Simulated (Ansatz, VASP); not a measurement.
## ZnSe in VASP and in Ansatz

```
Zn Se
1.0
     0.00000    2.81659    2.81659
     2.81659    0.00000    2.81659
     2.81659    2.81659    0.00000
Zn Se
1 1
Direct
  0.00000 0.00000 0.00000
  0.75000 0.75000 0.75000
```

Alike in both runs: task single point; functional PBEsol; k mesh 8 × 8 × 8; no spin polarisation.

|  | VASP | Ansatz |
| --- | --- | --- |
| version | VASP 6.6.1 | Ansatz 0.2.0 |
| potentials or method | VASP PAW PBE potentials, release 64 (Zn, Se), cutoff 520 eV | all-electron LAPW, scalar-relativistic |
| occupations | gaussian, width 0.01 eV | fixed |

VASP gave:

* gap on the k mesh at the Fermi level (eV): 1.24
* pressure (GPa): 0.3

Task: Estimate Ansatz's values.

Result: gap on the k mesh at the Fermi level (eV): 1.24; pressure (GPa): 0.0.

VASP's potentials were made for PBE, not for PBEsol. Ansatz ran all-electron here, and VASP with PAW potentials.
